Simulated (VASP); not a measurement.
# Li2Au (Fd-3m) in VASP: further runs

Runs on Li2Au. Level: PBE. Tasks: single point, relaxation of cell and atoms.

All numbers are computed with VASP 6.6.1; they aren't measurements. Logs are shortened: lines on timing, memory, paths and dates and some standing lists are left out, and cuts for length are marked.

### 1 The cell of the first run

It takes space group Fd-3m (No. 227, cubic). The conventional cell has a = 7.008 Å, b = 7.008 Å, c = 7.008 Å, α = 90.00°, β = 90.00°, γ = 90.00°. Li (site symmetry -3m) has 6 Li at 2.48 Å and 6 Au at 2.91 Å within 3.3 Å. Au (site symmetry -43m) has 12 Li at 2.91 Å and 4 Au at 3.03 Å within 3.8 Å.

### 2 Single point, PBE

INCAR

```
PREC = Accurate
ENCUT = 520
EDIFF = 1E-6
ISMEAR = 0
SIGMA = 0.1
LREAL = False
LASPH = True
NELM = 100
ALGO = Normal
ISIF = 2
LWAVE = False
LCHARG = False
GGA = PE
NBANDS = 26
```

KPOINTS

```
Automatic mesh
0
Gamma
  4 4 4
```

POSCAR

```
Li2Au
1.0
    0.0000000000      3.5040565957      3.5040565957
    3.5040565957      0.0000000000      3.5040565957
    3.5040565957      3.5040565957      0.0000000000
Li Au
4 2
Direct
    0.6250000000      0.6250000000      0.6250000000
    0.1250000000      0.6250000000      0.6250000000
    0.6250000000      0.6250000000      0.1250000000
    0.6250000000      0.1250000000      0.6250000000
    0.0000000000      0.0000000000      0.0000000000
    0.2500000000      0.2500000000      0.2500000000
```

Potentials or basis: VASP PAW PBE potentials, release 64 (Li_sv, Au).

On the command line:

```console
$ cat potpaw_PBE.64/Li_sv/POTCAR potpaw_PBE.64/Au/POTCAR > POTCAR
$ mpirun -np 1 vasp_std > vasp.out
```

OUTCAR:

```text
PREC = Accurate
   ENCUT = 520
   EDIFF = 1E-6
   ISMEAR = 0
   LREAL = False
   LASPH = True
   NELM = 100
   ISIF = 2
   GGA = PE

 ion  position               nearest neighbor table
   1  0.625  0.625  0.625-   2 2.48   3 2.48   4 2.48   3 2.48   4 2.48   2 2.48   6 2.91   5 2.91
                             6 2.91   5 2.91   6 2.91   5 2.91
   2  0.125  0.625  0.625-   1 2.48   3 2.48   4 2.48   1 2.48   3 2.48   4 2.48   5 2.91   6 2.91
                             5 2.91   5 2.91   6 2.91   6 2.91
   3  0.625  0.625  0.125-   1 2.48   1 2.48   2 2.48   4 2.48   4 2.48   2 2.48   6 2.91   5 2.91
                             6 2.91   5 2.91   6 2.91   5 2.91
   4  0.625  0.125  0.625-   1 2.48   3 2.48   1 2.48   2 2.48   3 2.48   2 2.48   5 2.91   6 2.91
                             5 2.91   6 2.91   6 2.91   5 2.91
   5  0.000  0.000  0.000-   1 2.91   3 2.91   4 2.91   1 2.91   2 2.91   3 2.91   1 2.91   2 2.91
                             4 2.91   2 2.91   3 2.91   4 2.91   6 3.03   6 3.03   6 3.03   6 3.03
   6  0.250  0.250  0.250-   2 2.91   3 2.91   4 2.91   1 2.91   2 2.91   4 2.91   1 2.91   2 2.91
                             3 2.91   1 2.91   3 2.91   4 2.91   5 3.03   5 3.03   5 3.03   5 3.03

  LATTYP: Found a face centered cubic cell.
 ALAT       =     7.0081131914

  Lattice vectors:

 A1 = (   0.0000000000,   3.5040565957,   3.5040565957)
 A2 = (   3.5040565957,   0.0000000000,   3.5040565957)
 A3 = (   3.5040565957,   3.5040565957,   0.0000000000)

Analysis of symmetry for initial positions (statically):
=====================================================================
 Subroutine PRICEL returns:
 Original cell was already a primitive cell.

 Routine SETGRP: Setting up the symmetry group for a
 face centered cubic supercell.

 Subroutine GETGRP returns: Found 48 space group operations
 (whereof 24 operations were pure point group operations)
 out of a pool of 48 trial point group operations.

The static configuration has the point symmetry T_d .
 The point group associated with its full space group is O_h .

Analysis of symmetry for dynamics (positions and initial velocities):
=====================================================================
 Subroutine PRICEL returns:
 Original cell was already a primitive cell.

 Routine SETGRP: Setting up the symmetry group for a
 face centered cubic supercell.

 Subroutine GETGRP returns: Found 48 space group operations
 (whereof 24 operations were pure point group operations)
 out of a pool of 48 trial point group operations.

The dynamic configuration has the point symmetry T_d .
 The point group associated with its full space group is O_h .

 Subroutine INISYM returns: Found 48 space group operations
 (whereof 24 operations are pure point group operations),
 and found     1 'primitive' translations

----------------------------------------------------------------------------------------

                                     Primitive cell

  volume of cell :      86.0485

  direct lattice vectors                    reciprocal lattice vectors
     0.000000000  3.504056596  3.504056596    -0.142691759  0.142691759  0.142691759
     3.504056596  0.000000000  3.504056596     0.142691759 -0.142691759  0.142691759
     3.504056596  3.504056596  0.000000000     0.142691759  0.142691759 -0.142691759

  length of vectors
     4.955484361  4.955484361  4.955484361     0.247149377  0.247149377  0.247149377

  position of ions in fractional coordinates (direct lattice)
     0.625000000  0.625000000  0.625000000
     0.125000000  0.625000000  0.625000000
     0.625000000  0.625000000  0.125000000
     0.625000000  0.125000000  0.625000000
     0.000000000  0.000000000  0.000000000
     0.250000000  0.250000000  0.250000000

  ion indices of the primitive-cell ions
   primitive index   ion index
                 1           1
                 2           2
                 3           3
                 4           4
                 5           5
                 6           6

----------------------------------------------------------------------------------------

 KPOINTS: Automatic mesh

Automatic generation of k-mesh.
 Grid dimensions read from file:
 generate k-points for:    4    4    4

 Generating k-lattice:

  Cartesian coordinates                     Fractional coordinates (reciprocal lattice)
    -0.035672940  0.035672940  0.035672940     0.250000000  0.000000000  0.000000000
     0.035672940 -0.035672940  0.035672940     0.000000000  0.250000000  0.000000000
     0.035672940  0.035672940 -0.035672940     0.000000000  0.000000000  0.250000000

  Length of vectors
     0.061787344  0.061787344  0.061787344

  Shift w.r.t. Gamma in fractional coordinates (k-lattice)
     0.000000000  0.000000000  0.000000000

 Subroutine IBZKPT returns following result:
 ===========================================

 Found      8 irreducible k-points:

 Following reciprocal coordinates:
            Coordinates               Weight
  0.000000  0.000000  0.000000      1.000000
  0.250000  0.000000  0.000000      8.000000
  0.500000  0.000000  0.000000      4.000000
  0.250000  0.250000  0.000000      6.000000
  0.500000  0.250000  0.000000     24.000000
 -0.250000  0.250000  0.000000     12.000000
  0.500000  0.500000  0.000000      3.000000
 -0.250000  0.500000  0.250000      6.000000
   k-points           NKPTS =      8   k-points in BZ     NKDIM =      8   number of bands    NBANDS=     26
   number of dos      NEDOS =    301   number of ions     NIONS =      6
   total plane-waves  NPLWV =  64000
   dimension x,y,z NGX =    40 NGY =   40 NGZ =   40
   dimension x,y,z NGXF=    80 NGYF=   80 NGZF=   80
   ions per type =               4   2
   NGX,Y,Z   is equivalent  to a cutoff of  13.42, 13.42, 13.42 a.u.
   NGXF,Y,Z  is equivalent  to a cutoff of  26.84, 26.84, 26.84 a.u.
 SYSTEM =  unknown system
   PREC   = accura    normal or accurate (medium, high low for compatibility)
   ISTART =      0    job   : 0-new  1-cont  2-samecut
   ICHARG =      2    charge: 1-file 2-atom 10-const
   ISPIN  =      1    spin polarized calculation?
   LNONCOLLINEAR =      F non collinear calculations
   LSORBIT =      F    spin-orbit coupling
   LASPH  =      T    aspherical Exc in radial PAW
   ENCUT  =  520.0 eV  38.22 Ry    6.18 a.u.   9.21  9.21  9.21*2*pi/ulx,y,z
   NELM   =    100;   NELMIN=  2; NELMDL= -5     # of ELM steps
   EDIFF  = 0.1E-05   stopping-criterion for ELM
   LREAL  =      F    real-space projection
   EDIFFG = 0.1E-04   stopping-criterion for IOM
   NSW    =      0    number of steps for IOM
   IBRION =     -1    ionic relax: 0-MD 1-quasi-New 2-CG
   NFREE  =      0    steps in history (QN), initial steepest desc. (CG)
   ISIF   =      2    stress and relaxation
   ISYM   =      2    0-nonsym 1-usesym 2-fastsym
   POTIM  = 0.5000    time-step for ionic-motion
   TEBEG  =    0.0;   TEEND  =   0.0 temperature during run
   PSTRESS=    0.0 pullay stress
   NELECT =      34.0000    total number of electrons
   NUPDOWN=      -1.0000    fix difference up-down
   EMIN   =  10.00;   EMAX   =-10.00  energy-range for DOS
   EFERMI =   0.00;   METHOD = LEGACY
   ISMEAR =     0;   SIGMA  =   0.10  broadening in eV -4-tet -1-fermi 0-gaus
   EFERMI_NEDOS =   21; number of points for ismear=-14 and -15
   IALGO  =     38    algorithm
   IMIX   =      4    mixing-type and parameters
     AMIX     =   0.40;   BMIX     =  1.00
     AMIX_MAG =   1.60;   BMIX_MAG =  1.00
  volume/ion in A,a.u.               =      14.34        96.78
  Fermi-wavevector in a.u.,A,eV,Ry     =   1.201305  2.270138 19.635033  1.443134
  Thomas-Fermi vector in A             =   2.337118
   LORBIT       =      0    0 simple, 1 ext, 2 COOP (PROOUT), +10 PAW based schemes
   GGA     = PE    functional components
   LHFCALC =     F    Hartree Fock is set to
   AEXX    =    0.0000 exact exchange contribution
   IVDW    =     0    specifies the selected vdW correction
   LEPSILON=     F    determine dielectric tensor
   LRPA    =     F    only Hartree local field effects (RPA)
 non-spin polarized calculation
 Gauss-broadening in eV      SIGMA  =   0.10
  energy-cutoff  :      520.00
  volume of cell :       86.05
 maximum number of plane-waves:      2332
 NGX is ok and might be reduce to    40
   NGX = 19   NGY = 19   NGZ = 19

 number of electron      34.0000000 magnetization

 Free energy of the ion-electron system (eV)
  ---------------------------------------------------
  ext. energy  EPLUGINS =         0.00000000
  ---------------------------------------------------
  free energy    TOTEN  =       -15.68480260 eV

  energy without entropy =      -15.66410746  energy(sigma->0) =      -15.67445503

 E-fermi :   5.1890     XC(G=0): -10.0260

 val. band max:        4.8673652977   @ k =   0.0000   0.0000   0.0000
 cond. band min:       5.2038340853   @ k =   0.5000   0.2500   0.0000
 fundamental gap:      0.3364687875
 Fermi energy:         5.1889535776

 k-point     1 :       0.0000    0.0000    0.0000
  band No.  band energies     occupation
      1     -41.4206      2.00000
      2     -41.3093      2.00000
      3     -41.3093      2.00000
      4     -41.3093      2.00000
      5      -1.8437      2.00000
      6       0.2074      2.00000
[... 18 lines left out ...]
     25      11.8405      0.00000
     26      11.8405      0.00000

 k-point     2 :       0.2500    0.0000    0.0000
  band No.  band energies     occupation
      1     -41.4091      2.00000
      2     -41.3211      2.00000
      3     -41.3094      2.00000
      4     -41.3094      2.00000
      5      -1.4373      2.00000
      6       0.2497      2.00000
[... 18 lines left out ...]
     25      12.4363      0.00000
[... 144 lines left out ...]
     25      13.5280      0.00000
     26      13.5280      0.00000

 k-point     8 :      -0.2500    0.5000    0.2500
  band No.  band energies     occupation
      1     -41.3651      2.00000
      2     -41.3651      2.00000
      3     -41.3095      2.00000
      4     -41.3095      2.00000
      5       0.0119      2.00000
      6       0.0119      2.00000
[... 18 lines left out ...]
     25      13.5729      0.00000
     26      13.5729      0.00000

------------------------ aborting loop because EDIFF is reached ----------------------------------------

  FORCE on cell =-STRESS in cart. coord.  units (eV):
  Direction    XX          YY          ZZ          XY          YZ          ZX
  --------------------------------------------------------------------------------------
  -------------------------------------------------------------------------------------
  Total        0.2351655      0.2351655      0.2351655      0.0000000      0.0000000      0.0000000
  in kB        4.3786567      4.3786567      4.3786567      0.0000000      0.0000000      0.0000000
  external PRESSURE =       4.3786567 kB  Pullay stress =       0.0000000 kB

 VOLUME and BASIS-vectors are now :
 -----------------------------------------------------------------------------
  energy-cutoff  :      520.00
  volume of cell :       86.05
      direct lattice vectors                 reciprocal lattice vectors
     0.000000000  3.504056596  3.504056596    -0.142691759  0.142691759  0.142691759
     3.504056596  0.000000000  3.504056596     0.142691759 -0.142691759  0.142691759
     3.504056596  3.504056596  0.000000000     0.142691759  0.142691759 -0.142691759

 POSITION                                       TOTAL-FORCE (eV/Angst)
 -----------------------------------------------------------------------------------
      4.38007      4.38007      4.38007        -0.000000      0.000000     -0.000000
      4.38007      2.62804      2.62804        -0.000000      0.000000     -0.000000
      2.62804      2.62804      4.38007        -0.000000      0.000000     -0.000000
      2.62804      4.38007      2.62804        -0.000000      0.000000     -0.000000
      0.00000      0.00000      0.00000         0.000000      0.000000      0.000000
      1.75203      1.75203      1.75203        -0.000000     -0.000000     -0.000000
 -----------------------------------------------------------------------------------
    total drift:                               -0.000000     -0.000000      0.000000

  FREE ENERGIE OF THE ION-ELECTRON SYSTEM (eV)
  ---------------------------------------------------
  free  energy   TOTEN  =       -15.6848025967 eV

  energy  without entropy=      -15.6641074649  energy(sigma->0) =      -15.67445503
```

It took 46 s on 1 thread of Oxide Virtual Turin-like, shared host; peak memory 0.19 GiB.

Results:

```
Free energy            : -15.6848 eV
Band gap on the k mesh : zero (bands 17 and 18 overlap by 3.82 eV)
```

Levels at points of the mesh, in eV from the Fermi level:
| k point | band 13 | band 14 | band 15 | band 16 | band 17 | band 18 | band 19 | band 20 |
| --- | --- | --- | --- | --- | --- | --- | --- | --- |
| (0.00, 0.00, 0.00) | -4.10 | -3.26 | -3.26 | -0.32 | 2.52 | 2.52 | 2.52 | 3.97 |
| (0.50, 0.00, 0.00) | -3.60 | -3.37 | -3.37 | -3.16 | 0.64 | 0.93 | 0.93 | 2.60 |
| (0.50, 0.50, 0.00) | -3.29 | -3.29 | -2.82 | -2.82 | -0.70 | -0.70 | 0.87 | 0.87 |

Caveat: the k points lie up to 0.39 Å⁻¹ apart, too coarse for converged energies and pressures of a metal; the cutoff is under 1.25 times the usual one of these potentials, so pressure, stress and relaxed cells hold a basis-set (Pulay) error; spin-orbit coupling is left out, which moves the levels of the heavy elements.

### 3 Single point, PBE

This run uses another cell than the first one, of 14.46 Å³/atom.

INCAR

```
ALGO = Fast
EDIFF = 1E-6
ENCUT = 520
GGA = PE
ISIF = 2
ISMEAR = 0
LASPH = True
LCHARG = True
LELF = True
LREAL = False
LVHAR = True
LWAVE = False
NBANDS = 26
NELM = 80
PREC = Accurate
SIGMA = 0.1
```

KPOINTS

```
k-points
0
Gamma
  10 10 10
```

POSCAR: that of step 2 with these lines changed.

```diff
@@ -2,5 +2,5 @@
 1.0
-    0.0000000000      3.5040565957      3.5040565957
-    3.5040565957      0.0000000000      3.5040565957
-    3.5040565957      3.5040565957      0.0000000000
+    0.0000000000      3.5133880644      3.5133880644
+    3.5133880644      0.0000000000      3.5133880644
+    3.5133880644      3.5133880644      0.0000000000
 Li Au
```

Potentials or basis: VASP PAW PBE potentials, release 64 (Li_sv, Au).

On the command line:

```console
$ cat potpaw_PBE.64/Li_sv/POTCAR potpaw_PBE.64/Au/POTCAR > POTCAR
$ mpirun -np 1 vasp_std > vasp.out
```

OUTCAR:

```text
EDIFF = 1E-6
   ENCUT = 520
   GGA = PE
   ISIF = 2
   ISMEAR = 0
   LASPH = True
   LREAL = False
   NELM = 80
   PREC = Accurate

 ion  position               nearest neighbor table
   1  0.625  0.625  0.625-   2 2.48   3 2.48   4 2.48   3 2.48   4 2.48   2 2.48   6 2.91   5 2.91
                             6 2.91   5 2.91   6 2.91   5 2.91
   2  0.125  0.625  0.625-   1 2.48   3 2.48   4 2.48   1 2.48   3 2.48   4 2.48   6 2.91   5 2.91
[... 915 lines left out ...]
  -------------------------------------------------------------------------------------
  Total       -0.0569055     -0.0569055     -0.0569055      0.0000000     -0.0000000      0.0000000
  in kB       -1.0511299     -1.0511299     -1.0511299      0.0000000     -0.0000000      0.0000000
  external PRESSURE =      -1.0511299 kB  Pullay stress =       0.0000000 kB

 VOLUME and BASIS-vectors are now :
 -----------------------------------------------------------------------------
  energy-cutoff  :      520.00
  volume of cell :       86.74
      direct lattice vectors                 reciprocal lattice vectors
     0.000000000  3.513388064  3.513388064    -0.142312774  0.142312774  0.142312774
     3.513388064  0.000000000  3.513388064     0.142312774 -0.142312774  0.142312774
     3.513388064  3.513388064  0.000000000     0.142312774  0.142312774 -0.142312774

 POSITION                                       TOTAL-FORCE (eV/Angst)
 -----------------------------------------------------------------------------------
      4.39174      4.39174      4.39174         0.000000     -0.000000     -0.000000
      4.39174      2.63504      2.63504         0.000000     -0.000000     -0.000000
      2.63504      2.63504      4.39174         0.000000     -0.000000     -0.000000
      2.63504      4.39174      2.63504         0.000000     -0.000000     -0.000000
      0.00000      0.00000      0.00000         0.000000      0.000000      0.000000
      1.75669      1.75669      1.75669        -0.000000     -0.000000     -0.000000
 -----------------------------------------------------------------------------------
    total drift:                               -0.000000     -0.000000      0.000000

  FREE ENERGIE OF THE ION-ELECTRON SYSTEM (eV)
  ---------------------------------------------------
  free  energy   TOTEN  =       -15.6671980920 eV

  energy  without entropy=      -15.6566291706  energy(sigma->0) =      -15.66191363
```

OSZICAR:

```text
N       E                     dE             d eps       ncg     rms          rms(c)
DAV:   1     0.211653483715E+03    0.21165E+03   -0.15514E+04  2452   0.139E+03
DAV:   2     0.413315726216E+01   -0.20752E+03   -0.19456E+03  2566   0.323E+02
DAV:   3    -0.170701140136E+02   -0.21203E+02   -0.20737E+02  4248   0.646E+01
[... 12 lines left out ...]
RMM:  16    -0.156671856525E+02   -0.16062E-04   -0.11576E-04  3947   0.400E-02    0.611E-03
RMM:  17    -0.156671926009E+02   -0.69484E-05   -0.52756E-05  3615   0.269E-02    0.595E-03
RMM:  18    -0.156671958881E+02   -0.32871E-05   -0.25151E-05  3273   0.194E-02    0.511E-03
RMM:  19    -0.156671974613E+02   -0.15732E-05   -0.12168E-05  3082   0.148E-02    0.562E-03
RMM:  20    -0.156671980920E+02   -0.63067E-06   -0.55878E-06  2838   0.122E-02
   1 F= -.15667198E+02 E0= -.15661914E+02  d E =-.105689E-01
```

It took 4.7 min on 1 thread of Oxide Virtual Turin-like, shared host; peak memory 0.25 GiB.

What came out:

```
Free energy            : -15.6672 eV
Band gap on the k mesh : zero (bands 17 and 18 overlap by 3.75 eV)
```

Caveat: the cutoff is under 1.25 times the usual one of these potentials, so pressure, stress and relaxed cells hold a basis-set (Pulay) error; spin-orbit coupling is left out, which moves the levels of the heavy elements.

(Continued in part 2 of 2.)

The gap in the log of VASP goes by the Fermi energy; the results here count the filled bands.